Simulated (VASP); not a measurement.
Set up this calculation in VASP 6.6.1, as the native input.

- Task: single point
- Functional: r2SCAN
- Potentials or basis: VASP PAW PBE potentials, release 64 (Mn_pv)
- Cutoff: 520 eV
- k mesh: 14 × 14 × 8
- Occupations: fermi-dirac, width 0.05 eV
- Spin: collinear spin, antiferromagnetic start
- Starting moments: [3.709, -3.709] μB
- Dipole correction: no
- Further INCAR settings: ALGO = Normal; EDIFF = 1e-06; NBANDS = 24

Mn:

```
Mn
1.0
     2.75064    0.00000    0.00000
    -1.37532    2.38212    0.00000
     0.00000    0.00000    4.16125
Mn
2
Cartesian
  0.0000 1.5881 1.0403
  1.3753 0.7940 3.1209
```

This cell differs from its parent crystal: volume scaled by 0.92.

These files were run (other wordings do the same):

POSCAR

```
Mn
1.0
    2.7506376842      0.0000000000      0.0000000000
   -1.3753188421      2.3821221111      0.0000000000
    0.0000000000      0.0000000000      4.1612480152
Mn
2
Direct
    0.3333333333      0.6666666667      0.2500000000
    0.6666666667      0.3333333333      0.7500000000
```

INCAR.step1

```
SYSTEM = Mn
ALGO = Normal
EDIFF = 1E-4
ENCUT = 520
GGA = PE
ISMEAR = -1
ISPIN = 2
LASPH = .True.
LCHARG = .False.
LMAXMIX = 4
LREAL = .False.
LWAVE = .True.
MAGMOM = 3.709 -3.709
NBANDS = 24
NELM = 150
PREC = Accurate
SIGMA = 0.05
```

INCAR.step2

```
SYSTEM = Mn
ALGO = Normal
EDIFF = 1E-6
ENCUT = 520
ISIF = 2
ISMEAR = -1
ISPIN = 2
ISTART = 1
LASPH = .True.
LCHARG = .True.
LELF = .True.
LMAXMIX = 4
LMIXTAU = .True.
LORBIT = 11
LREAL = .False.
LVHAR = .True.
LWAVE = .False.
MAGMOM = 3.709 -3.709
METAGGA = R2SCAN
NBANDS = 24
NELM = 150
PREC = Accurate
SIGMA = 0.05
```

KPOINTS

```
k-points
0
Gamma
  14 14 8
  0 0 0
```

Potentials or basis: VASP PAW PBE potentials, release 64 (Mn_pv).

Launch:

```bash
$ cat potpaw_PBE.64/Mn_pv/POTCAR > POTCAR
$ cp INCAR.step1 INCAR
$ mpirun -np 1 vasp_std > vasp.out
$ cp INCAR.step2 INCAR
$ mpirun -np 1 vasp_std > vasp.out
```

It gave:

```json
{
  "Pressure": "7.1 GPa",
  "Band gap on the k mesh": "zero (filled and empty bands overlap)",
  "Net moment": "0.00 μB per cell",
  "Site moments": "Mn +3.52, -3.52 μB",
  "Valence electrons inside the program's atomic spheres": "Mn 11.65"
}
```

Caveat: the PAW data sets were made with another functional, which shifts forces and pressure a little.

Wall time 5.3 min on 1 thread of Intel(R) Xeon(R) 6975P-C (Granite Rapids), on a shared host, peak memory 0.22 GiB.
